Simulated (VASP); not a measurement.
Set up this calculation in VASP 6.6.1, as the native input.

* Task: single point
* Functional: r2SCAN
* Potentials or basis: VASP PAW PBE potentials, release 64 (Na_pv, F)
* Cutoff: 520 eV
* k mesh: 10 × 10 × 10
* Occupations: gaussian, width 0.01 eV
* Spin: no spin polarisation
* Dipole correction: no
* Further INCAR settings: ALGO = Normal; EDIFF = 1e-06; NBANDS = 14

Crystal: NaF.

```xyz
2
Lattice="2.7935 0.0000 0.0000 0.0000 2.7935 0.0000 0.0000 0.0000 2.8686" Properties=species:S:1:pos:R:3 pbc="T T T"
Na    0.0000    0.0000    0.0000
F     1.3967    1.3967    1.4343
```

This cell differs from its parent crystal: uniaxial z strain +2.7%.

One way to write it, as run:

POSCAR

```
NaF
1.0
    2.7934851994      0.0000000000      0.0000000000
    0.0000000000      2.7934851994      0.0000000000
    0.0000000000      0.0000000000      2.8686299512
Na F
1 1
Direct
    0.0000000000      0.0000000000      0.0000000000
    0.5000000000      0.5000000000      0.5000000000
```

INCAR.step1

```
ALGO = Normal
EDIFF = 1E-4
ENCUT = 520
GGA = PE
ISMEAR = 0
LASPH = True
LCHARG = False
LREAL = False
LWAVE = True
NBANDS = 14
NELM = 100
PREC = Accurate
SIGMA = 0.01
```

INCAR.step2

```
ALGO = Normal
EDIFF = 1E-6
ENCUT = 520
ISIF = 2
ISMEAR = 0
ISTART = 1
LASPH = True
LCHARG = True
LELF = True
LMIXTAU = True
LREAL = False
LVHAR = True
LWAVE = False
METAGGA = R2SCAN
NBANDS = 14
NELM = 100
PREC = Accurate
SIGMA = 0.01
```

KPOINTS

```
k-points
0
Gamma
  10 10 10
```

Potentials or basis: VASP PAW PBE potentials, release 64 (Na_pv, F).

The run is started by

```bash
$ cat potpaw_PBE.64/Na_pv/POTCAR potpaw_PBE.64/F/POTCAR > POTCAR
$ cp INCAR.step1 INCAR
$ mpirun -np 1 vasp_std > vasp.out
$ cp INCAR.step2 INCAR
$ mpirun -np 1 vasp_std > vasp.out
```

Results of the run:

```
Pressure               : -2.2 GPa
Band gap on the k mesh : 6.88 eV, indirect (least direct gap 7.19 eV)
```

Caveat: the cell differs from its parent crystal (uniaxial z strain +2.7%); the PAW data sets were made with another functional, which shifts forces and pressure a little.

Wall time 52 s on 1 thread of Intel(R) Xeon(R) 6975P-C (Granite Rapids) (shared host), peak memory 0.16 GiB.
